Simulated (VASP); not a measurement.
A run of VASP 6.6.1 is set up as follows.

The input INCAR:

```
SYSTEM = SnO
PREC = Accurate
ENCUT = 520
EDIFF = 1E-6
ISMEAR = -1
SIGMA = 0.02
LREAL = .False.
LASPH = .True.
NELM = 100
ALGO = Normal
ISIF = 2
LWAVE = .False.
LCHARG = .False.
GGA = PE
NBANDS = 28
```

KPOINTS

```
regular mesh
0
Gamma
  6 6 6
  0 0 0
```

Contents of POSCAR:

```
SnO
1.0
    3.7546621811      0.0000000000      0.0000000000
    0.0000000000      3.7546621811      0.0000000000
    0.0000000000      0.0000000000      4.7821791640
Sn O
2 2
Direct
    0.0000000000      0.5000000000      0.2425790113
    0.5000000000      0.0000000000      0.7574209887
    0.5000000000      0.5000000000      0.0000000000
    0.0000000000      0.0000000000      0.0000000000
```

Potentials or basis: VASP PAW PBE potentials, release 64 (Sn_d, O).

Launch:

```console
$ cat potpaw_PBE.64/Sn_d/POTCAR potpaw_PBE.64/O/POTCAR > POTCAR
$ mpirun -np 1 vasp_std > vasp.out
```

Q: What does it give for the largest force?

A: 0.599 eV/Å.

Q: What does it give for the band gap on the k mesh?

A: Zero (band 20 reaches 7.82 eV, above the bottom of band 21 at 7.57 eV).

Forces on the atoms (eV/Å):
```
Sn   0.000  0.000  0.599
Sn   0.000  0.000 -0.599
O    0.000  0.000  0.000
O    0.000  0.000  0.000
```

Caveat: the cell differs from its parent crystal (epitaxial xy strain -1.0%); spin-orbit coupling is left out, which moves the levels of the heavy elements.
